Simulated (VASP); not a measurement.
# HfB (Fm-3m) in VASP: further runs

HfB is run at these levels: PBE; tasks: relaxation of cell and atoms, single point.

Program: VASP 6.6.1. These are calculated values, not measurements. Logs are shortened: lines on timing, memory, paths and dates and some standing lists are left out, and cuts for length are marked.

### Step 1. The cell of the first run

The structure is cubic, space group Fm-3m (No. 225). The conventional cell has a = 4.763 Å, b = 4.763 Å, c = 4.763 Å, α = 90.00°, β = 90.00°, γ = 90.00°. Hf (site symmetry m-3m) has 6 B at 2.38 Å within 3.1 Å. Within 3.1 Å of B (site symmetry m-3m) lie 6 Hf at 2.38 Å.

### Step 2. Relaxation of cell and atoms, PBE, target pressure 8 GPa, at which the enthalpy is minimised

File INCAR:

```
  ALGO = Normal
  EDIFF = 1E-6
  EDIFFG = -0.008
  ENCUT = 600
  GGA = PE
  IBRION = 2
  ISIF = 3
  ISMEAR = 0
  LASPH = T
  LCHARG = F
  LREAL = F
  LWAVE = F
  NELM = 60
  NSW = 70
  PREC = Accurate
  PSTRESS = 80.0
  SIGMA = 0.1
```

File KPOINTS:

```
k-points
0
Gamma
  16 16 16
```

File POSCAR:

```
HfB
1.0
    0.0000000000      2.3816116315      2.3816116315
    2.3816116315      0.0000000000      2.3816116315
    2.3816116315      2.3816116315      0.0000000000
Hf B
1 1
Direct
    0.5000000000      0.5000000000      0.5000000000
    0.0000000000      0.0000000000      0.0000000000
```

Potentials or basis: VASP PAW PBE potentials, release 64 (Hf_pv, B).

Command:

```console
$ cat potpaw_PBE.64/Hf_pv/POTCAR potpaw_PBE.64/B/POTCAR > POTCAR
$ mpirun -np 1 vasp_std > vasp.out
```

OUTCAR:

```text
EDIFF = 1E-6
   EDIFFG = -0.008
   ENCUT = 600
   GGA = PE
   IBRION = 2
   ISIF = 3
   ISMEAR = 0
   LASPH = T
   LREAL = F
   NELM = 60
   NSW = 70
   PREC = Accurate
   PSTRESS = 80.0

 ion  position               nearest neighbor table
   1  0.500  0.500  0.500-   2 2.38   2 2.38   2 2.38   2 2.38   2 2.38   2 2.38
   2  0.000  0.000  0.000-   1 2.38   1 2.38   1 2.38   1 2.38   1 2.38   1 2.38

  LATTYP: Found a face centered cubic cell.
 ALAT       =     4.7632232630

  Lattice vectors:

 A1 = (   0.0000000000,   2.3816116315,   2.3816116315)
 A2 = (   2.3816116315,   0.0000000000,   2.3816116315)
 A3 = (   2.3816116315,   2.3816116315,   0.0000000000)

Analysis of symmetry for initial positions (statically):
=====================================================================
 Subroutine PRICEL returns:
 Original cell was already a primitive cell.

 Routine SETGRP: Setting up the symmetry group for a
 face centered cubic supercell.

 Subroutine GETGRP returns: Found 48 space group operations
 (whereof 48 operations were pure point group operations)
 out of a pool of 48 trial point group operations.

The static configuration has the point symmetry O_h .

Analysis of symmetry for dynamics (positions and initial velocities):
=====================================================================
 Subroutine PRICEL returns:
 Original cell was already a primitive cell.

 Routine SETGRP: Setting up the symmetry group for a
 face centered cubic supercell.

 Subroutine GETGRP returns: Found 48 space group operations
 (whereof 48 operations were pure point group operations)
 out of a pool of 48 trial point group operations.

The dynamic configuration has the point symmetry O_h .

 Subroutine INISYM returns: Found 48 space group operations
 (whereof 48 operations are pure point group operations),
 and found     1 'primitive' translations

----------------------------------------------------------------------------------------

                                     Primitive cell

  volume of cell :      27.0174

  direct lattice vectors                    reciprocal lattice vectors
     0.000000000  2.381611632  2.381611632    -0.209941870  0.209941870  0.209941870
     2.381611632  0.000000000  2.381611632     0.209941870 -0.209941870  0.209941870
     2.381611632  2.381611632  0.000000000     0.209941870  0.209941870 -0.209941870

  length of vectors
     3.368107470  3.368107470  3.368107470     0.363629986  0.363629986  0.363629986

  position of ions in fractional coordinates (direct lattice)
     0.500000000  0.500000000  0.500000000
     0.000000000  0.000000000  0.000000000

  ion indices of the primitive-cell ions
   primitive index   ion index
                 1           1
                 2           2

----------------------------------------------------------------------------------------

 KPOINTS: k-points

Automatic generation of k-mesh.
 Grid dimensions read from file:
 generate k-points for:   16   16   16

 Generating k-lattice:

  Cartesian coordinates                     Fractional coordinates (reciprocal lattice)
    -0.013121367  0.013121367  0.013121367     0.062500000  0.000000000  0.000000000
     0.013121367 -0.013121367  0.013121367     0.000000000  0.062500000  0.000000000
     0.013121367  0.013121367 -0.013121367     0.000000000  0.000000000  0.062500000

  Length of vectors
     0.022726874  0.022726874  0.022726874

  Shift w.r.t. Gamma in fractional coordinates (k-lattice)
     0.000000000  0.000000000  0.000000000

 Subroutine IBZKPT returns following result:
 ===========================================

 Found    145 irreducible k-points:

 Following reciprocal coordinates:
            Coordinates               Weight
  0.000000  0.000000  0.000000      1.000000
  0.062500  0.000000  0.000000      8.000000
  0.125000  0.000000  0.000000      8.000000
  0.187500  0.000000  0.000000      8.000000
  0.250000  0.000000  0.000000      8.000000
  0.312500  0.000000  0.000000      8.000000
[... 16 lines left out ...]
 -0.125000  0.062500  0.000000     24.000000
 -0.062500  0.062500  0.000000     12.000000
 [... further k-points ...]
   k-points           NKPTS =    145   k-points in BZ     NKDIM =    145   number of bands    NBANDS=     10
   number of dos      NEDOS =    301   number of ions     NIONS =      2
   total plane-waves  NPLWV =  21952
   dimension x,y,z NGX =    28 NGY =   28 NGZ =   28
   dimension x,y,z NGXF=    56 NGYF=   56 NGZF=   56
   ions per type =               1   1
   NGX,Y,Z   is equivalent  to a cutoff of  13.82, 13.82, 13.82 a.u.
   NGXF,Y,Z  is equivalent  to a cutoff of  27.64, 27.64, 27.64 a.u.
 SYSTEM =  unknown system
   PREC   = accura    normal or accurate (medium, high low for compatibility)
   ISTART =      0    job   : 0-new  1-cont  2-samecut
   ICHARG =      2    charge: 1-file 2-atom 10-const
   ISPIN  =      1    spin polarized calculation?
[... 42 lines left out ...]
   NGX = 13   NGY = 13   NGZ = 13

--------------------------------------- Ionic step        1  -------------------------------------------

 number of electron      12.9999999 magnetization

 Free energy of the ion-electron system (eV)
  ---------------------------------------------------
  ext. energy  EPLUGINS =         0.00000000
  ---------------------------------------------------
  free energy    TOTEN  =       -17.43493426 eV

  energy without entropy =      -17.43063164  energy(sigma->0) =      -17.43278295

------------------------ aborting loop because EDIFF is reached ----------------------------------------

  FORCE on cell =-STRESS in cart. coord.  units (eV):
  Direction    XX          YY          ZZ          XY          YZ          ZX
  --------------------------------------------------------------------------------------
  -------------------------------------------------------------------------------------
  Total        1.4168970      1.4168970      1.4168970     -0.0000000      0.0000000      0.0000000
  in kB       84.0245172     84.0245172     84.0245172     -0.0000000      0.0000000      0.0000000
  external PRESSURE =       4.0245172 kB  Pullay stress =      80.0000000 kB

 VOLUME and BASIS-vectors are now :
 -----------------------------------------------------------------------------
  energy-cutoff  :      600.00
  volume of cell :       27.02
      direct lattice vectors                 reciprocal lattice vectors
     0.000000000  2.381611632  2.381611632    -0.209941870  0.209941870  0.209941870
     2.381611632  0.000000000  2.381611632     0.209941870 -0.209941870  0.209941870
     2.381611632  2.381611632  0.000000000     0.209941870  0.209941870 -0.209941870
[... 46 lines left out ...]
  FREE ENERGIE OF THE ION-ELECTRON SYSTEM (eV)
  ---------------------------------------------------
  free  energy   TOTEN  =       -17.4415128500 eV

  energy  without entropy=      -17.4371937275  energy(sigma->0) =      -17.43935329

  enthalpy is  TOTEN    =       -16.0858449975 eV   P V=        1.3556678524

--------------------------------------- Ionic step        3  -------------------------------------------

 number of electron      12.9999999 magnetization

 Free energy of the ion-electron system (eV)
  ---------------------------------------------------
  ext. energy  EPLUGINS =         0.00000000
  ---------------------------------------------------
  free energy    TOTEN  =       -17.43788198 eV

  energy without entropy =      -17.43357604  energy(sigma->0) =      -17.43572901

 E-fermi :   4.5410     XC(G=0): -11.8619

 val. band max:        4.5374601809   @ k =   0.5000   0.2500   0.0000
 cond. band min:       4.5466446888   @ k =   0.2500   0.0625   0.0000
 fundamental gap:      0.0091845079
 Fermi energy:         4.5410389077

 k-point     1 :       0.0000    0.0000    0.0000
  band No.  band energies     occupation
      1     -24.2572      2.00000
      2     -24.2572      2.00000
      3     -24.2572      2.00000
      4      -4.7265      2.00000
      5       6.6388      0.00000
      6       6.6388      0.00000
      7       6.6388      0.00000
      8       8.2283      0.00000
      9       8.2283      0.00000
     10       8.2283      0.00000

 k-point     2 :       0.0625    0.0000    0.0000
  band No.  band energies     occupation
      1     -24.2779      2.00000
      2     -24.2594      2.00000
      3     -24.2594      2.00000
      4      -4.6257      2.00000
      5       6.2438      0.00000
      6       6.5628      0.00000
      7       6.5628      0.00000
      8       7.4348      0.00000
      9       7.4348      0.00000
     10       8.4374      0.00000
[... 274 lines left out ...]
 k-point    24 :      -0.0625    0.0625    0.0000
  band No.  band energies     occupation
      1     -24.3063      2.00000
      2     -24.2715      2.00000
      3     -24.2591      2.00000
      4      -4.4602      2.00000
      5       5.9294      0.00000
      6       5.9856      0.00000
      7       6.3930      0.00000
      8       6.7909      0.00000
      9       7.7989      0.00000
     10       8.7998      0.00000

 [... further k-points ...]
[... 5 lines left out ...]
  --------------------------------------------------------------------------------------
  -------------------------------------------------------------------------------------
  Total        1.3491006      1.3491006      1.3491006      0.0000000      0.0000000     -0.0000000
  in kB       79.8341763     79.8341763     79.8341763      0.0000000      0.0000000     -0.0000000
  external PRESSURE =      -0.1658237 kB  Pullay stress =      80.0000000 kB

 VOLUME and BASIS-vectors are now :
 -----------------------------------------------------------------------------
  energy-cutoff  :      600.00
  volume of cell :       27.07
      direct lattice vectors                 reciprocal lattice vectors
    -0.000000000  2.383299869  2.383299869    -0.209793155  0.209793155  0.209793155
     2.383299869  0.000000000  2.383299869     0.209793155 -0.209793155  0.209793155
     2.383299869  2.383299869  0.000000000     0.209793155  0.209793155 -0.209793155

 POSITION                                       TOTAL-FORCE (eV/Angst)
 -----------------------------------------------------------------------------------
      2.38330      2.38330      2.38330         0.000000      0.000000      0.000000
      0.00000      0.00000      0.00000        -0.000000     -0.000000     -0.000000
 -----------------------------------------------------------------------------------
    total drift:                                0.000000      0.000000      0.000000

  FREE ENERGIE OF THE ION-ELECTRON SYSTEM (eV)
  ---------------------------------------------------
  free  energy   TOTEN  =       -17.4378819766 eV

  energy  without entropy=      -17.4335760409  energy(sigma->0) =      -17.43572901

  enthalpy is  TOTEN    =       -16.0859791758 eV   P V=        1.3519028008

 reached required accuracy - stopping structural energy minimisation
```

Run time: 72 s. Hardware: 1 thread of Intel Xeon Platinum 8375C at 2.90GHz (Ice Lake), shared host; peak memory 0.2 GiB.

What came out:

| Property | Result |
| --- | --- |
| Free energy | -17.4379 eV |
| Relaxed volume | 13.54 Å³/atom |
| Relaxed cell | a = 3.370 Å, b = 3.370 Å, c = 3.370 Å, α = 60.00°, β = 60.00°, γ = 60.00° |
| Space group after relaxing (to 0.05 Å) | Fm-3m (No. 225) |
| Energy change on relaxing (the enthalpy is what falls) | -1.5 meV/atom |
| Ionic steps | 3 |
| Pressure after relaxing | 8.0 GPa |

Step by step:
```
step  energy change (eV)  largest force (eV/Å)  pressure (GPa)  volume (Å³)
   1              0.0000                0.0000            8.40        27.02
   2             -0.0066                0.0000            7.44        27.15
   3             -0.0029                0.0000            7.98        27.07
```

Final structure:
```xyz
2
Lattice="0.0000 2.3833 2.3833 2.3833 0.0000 2.3833 2.3833 2.3833 0.0000" Properties=species:S:1:pos:R:3 pbc="T T T"
Hf    2.3833    2.3833    2.3833
B     0.0000    0.0000    0.0000
```

Caveat: the cell is relaxed towards a set pressure, so the enthalpy falls and the energy may rise; spin-orbit coupling is left out, which moves the levels of the heavy elements.

### Step 3. Relaxation of cell and atoms, PBE, target pressure 3 GPa, at which the enthalpy is minimised

This run uses another cell than the first one, of 13.72 Å³/atom, 1.016 times its volume.

File INCAR:

```
SYSTEM = HfB
PREC = Accurate
ENCUT = 600
EDIFF = 1E-7
ISMEAR = 0
SIGMA = 0.1
LREAL = .FALSE.
LASPH = .TRUE.
NELM = 100
ALGO = Normal
ISIF = 3
LWAVE = .FALSE.
LCHARG = .FALSE.
GGA = PE
IBRION = 2
NSW = 70
EDIFFG = -0.008
PSTRESS = 30.0
```

File KPOINTS:

```
regular mesh
0
G
  16 16 16
  0 0 0
```

File POSCAR:

```
HfB
1.0
    0.0000000000      2.3941993847      2.3941993847
    2.3941993847      0.0000000000      2.3941993847
    2.3941993847      2.3941993847      0.0000000000
Hf B
1 1
Direct
    0.5000000000      0.5000000000      0.5000000000
    0.0000000000      0.0000000000      0.0000000000
```

Potentials or basis: VASP PAW PBE potentials, release 64 (Hf_pv, B).

Command:

```console
$ cat potpaw_PBE.64/Hf_pv/POTCAR potpaw_PBE.64/B/POTCAR > POTCAR
$ mpirun -np 1 vasp_std > vasp.out
```

Wall time 1.9 min (1 thread of Intel Xeon Platinum 8375C at 2.90GHz (Ice Lake), shared host); peak memory 0.21 GiB.

The run converged. Its results:

| Property | Result |
| --- | --- |
| Free energy | -17.4620 eV |
| Relaxed volume | 13.89 Å³/atom |
| Relaxed cell | a = 3.400 Å, b = 3.400 Å, c = 3.400 Å, α = 60.00°, β = 60.00°, γ = 60.00° |
| Space group after relaxing (to 0.05 Å) | Fm-3m (No. 225) |
| Energy change on relaxing (the enthalpy is what falls) | -4.3 meV/atom |
| Ionic steps | 3 |
| Pressure after relaxing | 3.0 GPa |

The path:
| step | energy change (eV) | largest force (eV/Å) | pressure (GPa) | volume (Å³) |
| --- | --- | --- | --- | --- |
| 1 | 0.0000 | 0.0000 | 5.29 | 27.45 |
| 2 | -0.0129 | 0.0000 | 0.11 | 28.23 |
| 3 | -0.0086 | 0.0000 | 3.00 | 27.78 |

Final structure:
```xyz
2
Lattice="0.0000 2.4039 2.4039 2.4039 0.0000 2.4039 2.4039 2.4039 0.0000" Properties=species:S:1:pos:R:3 pbc="T T T"
Hf    2.4039    2.4039    2.4039
B     0.0000    0.0000    0.0000
```

Levels at points of the mesh, in eV from the Fermi level:
```
           k point  band 5  band 6  band 7  band 8  band 9  band 10
(0.00, 0.00, 0.00)    2.07    2.07    2.07    3.61    3.61     3.61
(0.50, 0.00, 0.00)   -4.44   -1.17   -1.17    5.76    5.76     6.60
(0.50, 0.50, 0.00)   -1.22   -0.81    1.98    1.98    5.49     6.90
```

Caveat: the cell is relaxed towards a set pressure, so the enthalpy falls and the energy may rise; spin-orbit coupling is left out, which moves the levels of the heavy elements.

### Step 4. Relaxation of cell and atoms, PBE, target pressure -3 GPa, at which the enthalpy is minimised

This run uses another cell than the first one, of 14.52 Å³/atom, 1.075 times its volume.

File INCAR:

```
ALGO     = Normal         # electronic algorithm
EDIFF    = 1E-6           # SCF threshold, eV
EDIFFG   = -0.008         # ionic threshold
ENCUT    = 600            # plane-wave cutoff, eV
GGA      = PE             # functional
IBRION   = 2              # ionic algorithm
ISIF     = 3              # what is computed and relaxed
ISMEAR   = 0              # smearing method
LASPH    = True           # aspherical terms in the spheres
LCHARG   = False          # write CHGCAR
LREAL    = False          # projectors in reciprocal space
LWAVE    = False          # write WAVECAR
NELM     = 80             # most SCF steps
NSW      = 70             # ionic steps
PREC     = Accurate       # precision mode
PSTRESS  = -30.0        
SIGMA    = 0.1            # smearing width, eV
```

File KPOINTS:

```
k-points
0
Gamma
  16 16 16
```

File POSCAR:

```
HfB
1.0
    0.0000000000      2.4398018166      2.4398018166
    2.4398018166      0.0000000000      2.4398018166
    2.4398018166      2.4398018166      0.0000000000
Hf B
1 1
Direct
    0.5000000000      0.5000000000      0.5000000000
    0.0000000000      0.0000000000      0.0000000000
```

Command:

```console
$ cat potpaw_PBE.64/Hf_pv/POTCAR potpaw_PBE.64/B/POTCAR > POTCAR
$ mpirun -np 1 vasp_std > vasp.out
```

Run time: 92 s. Hardware: 1 thread of Intel Xeon Platinum 8375C at 2.90GHz (Ice Lake), shared host; peak memory 0.21 GiB.

Results (log left out):

```yaml
Free_energy: -17.4619 eV
Relaxed_volume: 14.38 Å³/atom
Relaxed_cell: a = 3.439 Å, b = 3.439 Å, c = 3.439 Å, α = 60.00°, β = 60.00°, γ = 60.00°
Space_group_after_relaxing_to_0.05_Å: Fm-3m (No. 225)
Energy_change_on_relaxing_the_enthalpy_is_what_falls: -3.3 meV/atom
Ionic_steps: 3
Pressure_after_relaxing: -3.0 GPa
```

The path:
```tsv
step	energy change (eV)	largest force (eV/Å)	pressure (GPa)	volume (Å³)
1	0.0000	0.0000	-4.58	29.05
2	-0.0108	0.0000	-1.16	28.45
3	-0.0066	0.0000	-3.00	28.77
```

Final structure:
```
Hf B
1.0
     0.00000    2.43191    2.43191
     2.43191    0.00000    2.43191
     2.43191    2.43191    0.00000
Hf B
1 1
Direct
  0.50000 0.50000 0.50000
  0.00000 0.00000 0.00000
```

Levels at points of the mesh, in eV from the Fermi level:
| k point | band 4 | band 5 | band 6 | band 7 | band 8 | band 9 | band 10 |
| --- | --- | --- | --- | --- | --- | --- | --- |
| (0.00, 0.00, 0.00) | -9.06 | 2.02 | 2.02 | 2.02 | 3.52 | 3.52 | 3.52 |
| (0.50, 0.00, 0.00) | -4.56 | -4.53 | -1.12 | -1.12 | 5.53 | 5.53 | 6.33 |
| (0.50, 0.50, 0.00) | -6.33 | -1.28 | -0.74 | 1.88 | 1.88 | 5.27 | 6.62 |

Caveat: the cell is relaxed towards a set pressure, so the enthalpy falls and the energy may rise; spin-orbit coupling is left out, which moves the levels of the heavy elements.

### Step 5. Single point, PBE (volume scaled by 0.98)

File INCAR:

```
ALGO = Normal
EDIFF = 1E-6
ENCUT = 500
GGA = PE
GGA_COMPAT = F
ISIF = 2
ISMEAR = -1
LASPH = T
LCHARG = F
LREAL = F
LWAVE = F
NBANDS = 14
NELM = 120
PREC = Accurate
SIGMA = 0.15
```

KPOINTS is that of step 4.

File POSCAR:

```
HfB
1.0
    0.0000000000      2.4018656692      2.4018656692
    2.4018656692      0.0000000000      2.4018656692
    2.4018656692      2.4018656692      0.0000000000
Hf B
1 1
Direct
    0.5000000000      0.5000000000      0.5000000000
    0.0000000000      0.0000000000      0.0000000000
```

Command:

```console
$ cat potpaw_PBE.64/Hf_pv/POTCAR potpaw_PBE.64/B/POTCAR > POTCAR
$ mpirun -np 1 vasp_std > vasp.out
```

Wall time 34 s (1 thread of Intel Xeon Platinum 8488C (Sapphire Rapids), shared host); peak memory 0.19 GiB.

Results (log left out):

* Free energy: -17.4966 eV
* Pressure: 3.7 GPa

Levels at points of the mesh, in eV from the Fermi level:
| k point | band 5 | band 6 | band 7 | band 8 | band 9 | band 10 |
| --- | --- | --- | --- | --- | --- | --- |
| (0.00, 0.00, 0.00) | 2.02 | 2.02 | 2.02 | 3.58 | 3.58 | 3.58 |
| (0.50, 0.00, 0.00) | -4.48 | -1.22 | -1.22 | 5.73 | 5.73 | 6.58 |
| (0.50, 0.50, 0.00) | -1.26 | -0.87 | 1.95 | 1.95 | 5.46 | 6.88 |

Caveat: the cell differs from its parent crystal (volume scaled by 0.98); spin-orbit coupling is left out, which moves the levels of the heavy elements.

### Step 6. Summary

```tsv
task	cell	cutoff (eV)	smearing	gap on the mesh (eV)	pressure (GPa)
relaxation of cell and atoms	relaxed to 8 GPa from a = 3.368 Å, angles 60.0°, 2 atoms	600	gaussian 0.1 eV	none	8.0
relaxation of cell and atoms	relaxed to 3 GPa from a = 3.386 Å, angles 60.0°, 2 atoms	600	gaussian 0.1 eV	none	3.0
relaxation of cell and atoms	relaxed to -3 GPa from a = 3.450 Å, angles 60.0°, 2 atoms	600	gaussian 0.1 eV	none	-3.0
single point	a = 3.397 Å, angles 60.0°, 2 atoms	500	fermi-dirac 0.15 eV	none	3.7
```

Alike in all rows: level PBE; potentials or basis VASP PAW PBE potentials, release 64 (Hf_pv, B); no spin polarisation; k mesh 16 × 16 × 16.

Caveats: spin-orbit coupling is left out, which moves the levels of the heavy elements; the cell is relaxed towards a set pressure, so the enthalpy falls and the energy may rise (some runs).

Absolute energies hang on the potentials; compare differences alone.
